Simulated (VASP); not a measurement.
# TiFeC4N4 (P-43m) in VASP: notebook, part 2 of 2

VASP 6.6.1.

## (3) Single point, PBE, collinear spin, ferromagnetic start

This run uses another cell than the first one, of 20.88 Å³/atom.

Input file INCAR:

```
PREC     = Accurate       # precision mode
ENCUT    = 520            # plane-wave cutoff, eV
EDIFF    = 1E-6           # SCF threshold, eV
ISMEAR   = 0              # smearing method
SIGMA    = 0.1            # smearing width, eV
LREAL    = F              # projectors in reciprocal space
LASPH    = T              # aspherical terms in the spheres
NELM     = 150            # most SCF steps
ALGO     = Normal         # electronic algorithm
ISIF     = 2              # what is computed and relaxed
LWAVE    = F              # write WAVECAR
LCHARG   = T              # write CHGCAR
ISPIN    = 2              # spin polarisation
MAGMOM   = 1 4 0 0 0 0 0 0 0 0 # initial moments
LORBIT   = 11             # projections on sites
LMAXMIX  = 4              # l up to which the mixer works
GGA      = PE             # functional
LELF     = T              # ELF
LVHAR    = T            
NBANDS   = 43             # bands
```

Input file KPOINTS:

```
regular mesh
0
Gamma
  4 4 4
```

Input file POSCAR:

```
TiFeC4N4
1.0
    5.9328513700      0.0000000000      0.0000000000
    0.0000000000      5.9328513700      0.0000000000
    0.0000000000      0.0000000000      5.9328513700
Ti Fe C N
1 1 4 4
Direct
    0.0000000000      0.0000000000      0.0000000000
    0.5000000000      0.5000000000      0.5000000000
    0.1885947800      0.1885947800      0.1885947800
    0.1885947800      0.8114052200      0.8114052200
    0.8114052200      0.1885947800      0.8114052200
    0.8114052200      0.8114052200      0.1885947800
    0.3024523200      0.3024523200      0.3024523200
    0.3024523200      0.6975476800      0.6975476800
    0.6975476800      0.3024523200      0.6975476800
    0.6975476800      0.6975476800      0.3024523200
```

Potentials or basis: VASP PAW PBE potentials, release 64 (Ti_sv, Fe, C, N).

Run with:

```console
> cat potpaw_PBE.64/Ti_sv/POTCAR potpaw_PBE.64/Fe/POTCAR potpaw_PBE.64/C/POTCAR potpaw_PBE.64/N/POTCAR > POTCAR
> mpirun -np 1 vasp_std > vasp.out
```

OUTCAR:

```text
PREC = Accurate
   ENCUT = 520
   EDIFF = 1E-6
   ISMEAR = 0
   LREAL = F
   LASPH = T
   NELM = 150
   ISIF = 2
   ISPIN = 2
   LORBIT = 11
   GGA = PE

 ion  position               nearest neighbor table
   1  0.000  0.000  0.000-   3 1.94   4 1.94   5 1.94   6 1.94
   2  0.500  0.500  0.500-   7 2.03   8 2.03   9 2.03  10 2.03
   3  0.189  0.189  0.189-   7 1.17   1 1.94
   4  0.189  0.811  0.811-   8 1.17   1 1.94
   5  0.811  0.189  0.811-   9 1.17   1 1.94
   6  0.811  0.811  0.189-  10 1.17   1 1.94
   7  0.302  0.302  0.302-   3 1.17   2 2.03
   8  0.302  0.698  0.698-   4 1.17   2 2.03
   9  0.698  0.302  0.698-   5 1.17   2 2.03
  10  0.698  0.698  0.302-   6 1.17   2 2.03

  LATTYP: Found a simple cubic cell.
 ALAT       =     5.9328513700

  Lattice vectors:

 A1 = (   5.9328513700,   0.0000000000,   0.0000000000)
 A2 = (   0.0000000000,   5.9328513700,   0.0000000000)
 A3 = (   0.0000000000,   0.0000000000,   5.9328513700)

Analysis of symmetry for initial positions (statically):
=====================================================================
 Subroutine PRICEL returns:
 Original cell was already a primitive cell.

 Routine SETGRP: Setting up the symmetry group for a
 simple cubic supercell.

 Subroutine GETGRP returns: Found 24 space group operations
 (whereof 24 operations were pure point group operations)
 out of a pool of 48 trial point group operations.

The static configuration has the point symmetry T_d .

Analysis of symmetry for dynamics (positions and initial velocities):
=====================================================================
 Subroutine PRICEL returns:
 Original cell was already a primitive cell.

 Routine SETGRP: Setting up the symmetry group for a
 simple cubic supercell.

 Subroutine GETGRP returns: Found 24 space group operations
 (whereof 24 operations were pure point group operations)
 out of a pool of 48 trial point group operations.

The dynamic configuration has the point symmetry T_d .

Analysis of structural, dynamic, and magnetic symmetry:
=====================================================================
 Subroutine PRICEL returns:
 Original cell was already a primitive cell.

 Routine SETGRP: Setting up the symmetry group for a
 simple cubic supercell.

 Subroutine GETGRP returns: Found 24 space group operations
 (whereof 24 operations were pure point group operations)
 out of a pool of 48 trial point group operations.

The overall configuration has the point symmetry T_d .

 Subroutine INISYM returns: Found 24 space group operations
 (whereof 24 operations are pure point group operations),
 and found     1 'primitive' translations

----------------------------------------------------------------------------------------

                                     Primitive cell

  volume of cell :     208.8288

  direct lattice vectors                    reciprocal lattice vectors
     5.932851370  0.000000000  0.000000000     0.168553017  0.000000000  0.000000000
     0.000000000  5.932851370  0.000000000     0.000000000  0.168553017  0.000000000
[... 101 lines left out ...]
   ISMEAR =     0;   SIGMA  =   0.10  broadening in eV -4-tet -1-fermi 0-gaus
   EFERMI_NEDOS =   21; number of points for ismear=-14 and -15
   IALGO  =     38    algorithm
   IMIX   =      4    mixing-type and parameters
     AMIX     =   0.40;   BMIX     =  1.00
     AMIX_MAG =   1.60;   BMIX_MAG =  1.00
  volume/ion in A,a.u.               =      20.88       140.92
  Fermi-wavevector in a.u.,A,eV,Ry     =   1.055700  1.994985 15.163740  1.114503
  Thomas-Fermi vector in A             =   2.190909
   LORBIT       =     11    0 simple, 1 ext, 2 COOP (PROOUT), +10 PAW based schemes
   GGA     = PE    functional components
   LHFCALC =     F    Hartree Fock is set to
   AEXX    =    0.0000 exact exchange contribution
   IVDW    =     0    specifies the selected vdW correction
   LEPSILON=     F    determine dielectric tensor
   LRPA    =     F    only Hartree local field effects (RPA)
 spin polarized calculation
 Gauss-broadening in eV      SIGMA  =   0.10
  energy-cutoff  :      520.00
  volume of cell :      208.83
 maximum number of plane-waves:      5656
 NGX is ok and might be reduce to    48
   NGX = 23   NGY = 23   NGZ = 23

 number of electron      56.0000011 magnetization       2.0000599

 Free energy of the ion-electron system (eV)
  ---------------------------------------------------
  ext. energy  EPLUGINS =         0.00000000
  ---------------------------------------------------
  free energy    TOTEN  =       -82.42810080 eV

  energy without entropy =      -82.40322735  energy(sigma->0) =      -82.41566407

 E-fermi :   0.0301     XC(G=0):  -7.0896

 val. band max:        0.0276268246   @ k =   0.2500   0.2500   0.0000
 cond. band min:       0.0442834471   @ k =   0.5000   0.2500   0.2500
 fundamental gap:      0.0166566225
 Fermi energy:         0.0300557382

 spin component 1

 k-point     1 :       0.0000    0.0000    0.0000
  band No.  band energies     occupation
      1     -56.3391      1.00000
      2     -32.6988      1.00000
      3     -32.6988      1.00000
      4     -32.6988      1.00000
      5     -18.5636      1.00000
      6     -18.4566      1.00000
[... 419 lines left out ...]
     39       5.4255      0.00000
     40       5.4255      0.00000
 Fermi energy:         0.0300557382

 spin component 2

 k-point     1 :       0.0000    0.0000    0.0000
  band No.  band energies     occupation
      1     -57.1047      1.00000
      2     -33.4701      1.00000
      3     -33.4701      1.00000
      4     -33.4701      1.00000
      5     -18.5833      1.00000
      6     -18.4760      1.00000
[... 419 lines left out ...]
     39       5.3686      0.00000
     40       5.3933      0.00000
 [bands above 40 left out]

------------------------ aborting loop because EDIFF is reached ----------------------------------------

  FORCE on cell =-STRESS in cart. coord.  units (eV):
  Direction    XX          YY          ZZ          XY          YZ          ZX
  --------------------------------------------------------------------------------------
  -------------------------------------------------------------------------------------
  Total        6.0137194      6.0137194      6.0137194     -0.0000000     -0.0000000     -0.0000000
  in kB       46.1384857     46.1384857     46.1384857     -0.0000000     -0.0000000     -0.0000000
  external PRESSURE =      46.1384857 kB  Pullay stress =       0.0000000 kB

 VOLUME and BASIS-vectors are now :
 -----------------------------------------------------------------------------
  energy-cutoff  :      520.00
  volume of cell :      208.83
      direct lattice vectors                 reciprocal lattice vectors
     5.932851370  0.000000000  0.000000000     0.168553017  0.000000000  0.000000000
     0.000000000  5.932851370  0.000000000     0.000000000  0.168553017  0.000000000
     0.000000000  0.000000000  5.932851370     0.000000000  0.000000000  0.168553017

 POSITION                                       TOTAL-FORCE (eV/Angst)
 -----------------------------------------------------------------------------------
      0.00000      0.00000      0.00000        -0.000000     -0.000000     -0.000000
      2.96643      2.96643      2.96643        -0.000000     -0.000000     -0.000000
      1.11890      1.11890      1.11890         0.772451      0.772451      0.772451
      1.11890      4.81395      4.81395         0.772451     -0.772451     -0.772451
      4.81395      1.11890      4.81395        -0.772451      0.772451     -0.772451
      4.81395      4.81395      1.11890        -0.772451     -0.772451      0.772451
      1.79440      1.79440      1.79440         1.308265      1.308265      1.308265
      1.79440      4.13845      4.13845         1.308265     -1.308265     -1.308265
      4.13845      1.79440      4.13845        -1.308265      1.308265     -1.308265
      4.13845      4.13845      1.79440        -1.308265     -1.308265      1.308265
 -----------------------------------------------------------------------------------
    total drift:                               -0.000000     -0.000000      0.000000

  FREE ENERGIE OF THE ION-ELECTRON SYSTEM (eV)
  ---------------------------------------------------
  free  energy   TOTEN  =       -82.4281007968 eV

  energy  without entropy=      -82.4032273507  energy(sigma->0) =      -82.41566407

 total charge

# of ion       s       p       d       tot
------------------------------------------
    1        2.280   6.248   2.114  10.643
    2        0.312   0.422   6.082   6.816
    3        0.978   1.683   0.000   2.661
    4        0.978   1.683   0.000   2.661
    5        0.978   1.683   0.000   2.661
    6        0.978   1.683   0.000   2.661
    7        1.305   2.562   0.000   3.867
    8        1.305   2.562   0.000   3.867
    9        1.305   2.562   0.000   3.867
   10        1.305   2.562   0.000   3.867
--------------------------------------------------
tot         11.725  23.650   8.196  43.572

 magnetization (x)

# of ion       s       p       d       tot
------------------------------------------
    1       -0.007  -0.012  -0.808  -0.827
    2        0.016   0.057   3.100   3.174
    3        0.007   0.015   0.000   0.022
    4        0.007   0.015   0.000   0.022
    5        0.007   0.015   0.000   0.022
    6        0.007   0.015   0.000   0.022
    7        0.003  -0.051   0.000  -0.047
    8        0.003  -0.051   0.000  -0.047
    9        0.003  -0.051   0.000  -0.047
   10        0.003  -0.051   0.000  -0.047
--------------------------------------------------
tot          0.049  -0.096   2.293   2.246
```

It took 6.8 min on 1 thread of Intel Xeon Platinum 8259CL at 2.50GHz (Skylake/Cascade Lake), shared host; peak memory 0.48 GiB.

Results:

| Item | Value |
| --- | --- |
| Free energy | -82.4281 eV |
| Pressure | 4.6 GPa |
| Largest force | 2.266 eV/Å |
| Band gap on the k mesh | zero (filled and empty bands overlap) |
| Net moment | 2.00 μB per cell |
| Site moments | Ti -0.83; Fe +3.17; C +0.02; N -0.05 μB |
| Valence electrons inside the program's atomic spheres | Ti 10.64; Fe 6.82; C 2.66; N 3.87 |

Forces on the atoms (eV/Å):
```
Ti   0.000  0.000  0.000
Fe   0.000  0.000  0.000
C    0.772  0.772  0.772
C    0.772 -0.772 -0.772
C   -0.772  0.772 -0.772
C   -0.772 -0.772  0.772
N    1.308  1.308  1.308
N    1.308 -1.308 -1.308
N   -1.308  1.308 -1.308
N   -1.308 -1.308  1.308
```

Caveat: the cell stands under pressure; a cell with one magnetic atom can't hold antiferromagnetic order, which such compounds often take; forces of over 1 eV/Å act on the atoms, so gaps and moduli don't describe the material at rest. With open d or f shells a metallic result of PBE can be an artefact of self-interaction; +U or a hybrid may open a gap.

## (4) Single point, PBE, collinear spin, ferromagnetic start

Input file INCAR:

```
SYSTEM = TiFeC4N4
PREC = Accurate
ENCUT = 520
EDIFF = 1E-6
ISMEAR = 0
SIGMA = 0.1
LREAL = .FALSE.
LASPH = .TRUE.
NELM = 150
ALGO = Normal
ISIF = 2
LWAVE = .FALSE.
LCHARG = .TRUE.
ISPIN = 2
MAGMOM = 1 4 0 0 0 0 0 0 0 0
LORBIT = 11
LMAXMIX = 4
GGA = PE
LELF = .TRUE.
LVHAR = .TRUE.
NBANDS = 43
```

Input file KPOINTS:

```
Automatic mesh
0
G
  4 4 4
  0 0 0
```

Input file POSCAR:

```
TiFeC4N4
1.0
    5.9993856642      0.0000000000      0.0000000000
    0.0000000000      5.9993856642      0.0000000000
    0.0000000000      0.0000000000      5.9993856642
Ti Fe C N
1 1 4 4
Direct
    0.0000000000      0.0000000000      0.0000000000
    0.5000000000      0.5000000000      0.5000000000
    0.2022456165      0.2022456165      0.2022456165
    0.2022456165      0.7977543835      0.7977543835
    0.7977543835      0.2022456165      0.7977543835
    0.7977543835      0.7977543835      0.2022456165
    0.3155338537      0.3155338537      0.3155338537
    0.3155338537      0.6844661463      0.6844661463
    0.6844661463      0.3155338537      0.6844661463
    0.6844661463      0.6844661463      0.3155338537
```

Run with:

```console
> cat potpaw_PBE.64/Ti_sv/POTCAR potpaw_PBE.64/Fe/POTCAR potpaw_PBE.64/C/POTCAR potpaw_PBE.64/N/POTCAR > POTCAR
> mpirun -np 1 vasp_std > vasp.out
```

Run time: 7.9 min. Hardware: 1 thread of Intel Xeon Platinum 8259CL at 2.50GHz (Skylake/Cascade Lake), shared host; peak memory 0.48 GiB.

It converged, with:

```yaml
Free_energy: -83.4529 eV
Pressure: 0.5 GPa
Largest_force: 0.323 eV/Å
Band_gap_on_the_k_mesh: zero (filled and empty bands overlap)
Net_moment: 2.00 μB per cell
Site_moments: Ti -0.99; Fe +3.07; C +0.04; N -0.03 μB
Valence_electrons_inside_the_program's_atomic_spheres: Ti 10.24; Fe 7.13; C 2.60; N 3.88
```

Forces in eV/Å, atoms in the order of the input:
```
Ti   0.000  0.000  0.000
Fe   0.000  0.000  0.000
C   -0.186 -0.186 -0.186
C   -0.186  0.186  0.186
C    0.186 -0.186  0.186
C    0.186  0.186 -0.186
N    0.156  0.156  0.156
N    0.156 -0.156 -0.156
N   -0.156  0.156 -0.156
N   -0.156 -0.156  0.156
```

Levels at points of the mesh, in eV from the Fermi level:
Spin up:
```csv
k point,band 26,band 27,band 28,band 29,band 30,band 31,band 32,band 33
"(0.00, 0.00, 0.00)",-2.30,-1.59,-1.59,-1.59,1.01,1.01,1.18,1.18
"(0.50, 0.00, 0.00)",-2.11,-1.63,-1.57,-1.57,0.93,0.93,1.35,1.47
"(0.50, 0.50, 0.00)",-2.07,-1.67,-1.54,-1.54,0.93,0.96,1.44,1.44
"(0.50, 0.50, 0.50)",-2.21,-1.57,-1.57,-1.57,1.02,1.02,1.36,1.36
```
Spin down:
```tsv
k point	band 22	band 23	band 24	band 25	band 26	band 27	band 28	band 29	band 30	band 31
(0.00, 0.00, 0.00)	-4.27	-4.27	-4.27	-0.86	-0.86	0.36	0.36	0.36	0.59	0.59
(0.50, 0.00, 0.00)	-4.52	-4.31	-4.31	-0.46	-0.45	-0.16	-0.07	0.60	0.60	1.31
(0.50, 0.50, 0.00)	-4.34	-4.34	-4.33	-0.48	-0.36	-0.17	-0.07	0.78	0.78	1.44
(0.50, 0.50, 0.50)	-4.15	-4.15	-4.15	-0.82	-0.82	0.59	0.59	0.62	0.62	0.62
```

Caveat: a cell with one magnetic atom can't hold antiferromagnetic order, which such compounds often take. With open d or f shells a metallic result of PBE can be an artefact of self-interaction; +U or a hybrid may open a gap.

## (5) The runs side by side

| spin | cell | k mesh | gap on the mesh (eV) | pressure (GPa) | moment (μB) | largest force (eV/Å) |
| --- | --- | --- | --- | --- | --- | --- |
| collinear, ferrimagnetic start | a = 6.001 Å, 10 atoms, atomic positions A | 6 × 6 × 6 | none | 0.4 | 2.00 | 0.31 |
| collinear, ferromagnetic start | a = 5.933 Å, 10 atoms, atomic positions B | 4 × 4 × 4 | none | 4.6 | 2.00 | 2.27 |
| collinear, ferromagnetic start | a = 5.999 Å, 10 atoms, atomic positions A | 4 × 4 × 4 | none | 0.5 | 2.00 | 0.32 |

Alike in all rows: task single point; level PBE; potentials or basis VASP PAW PBE potentials, release 64 (Ti_sv, Fe, C, N); cutoff (eV) 520; smearing gaussian 0.1 eV.

Caveats: a cell with one magnetic atom can't hold antiferromagnetic order, which such compounds often take; the cell stands under pressure (at least some runs); forces of over 1 eV/Å act on the atoms, so gaps and moduli don't describe the material at rest (at least some runs).

Total energies depend on the potentials used, so only differences within one code and one set of settings carry meaning.

The gap in the log of VASP goes by the Fermi energy; the results here count the filled bands.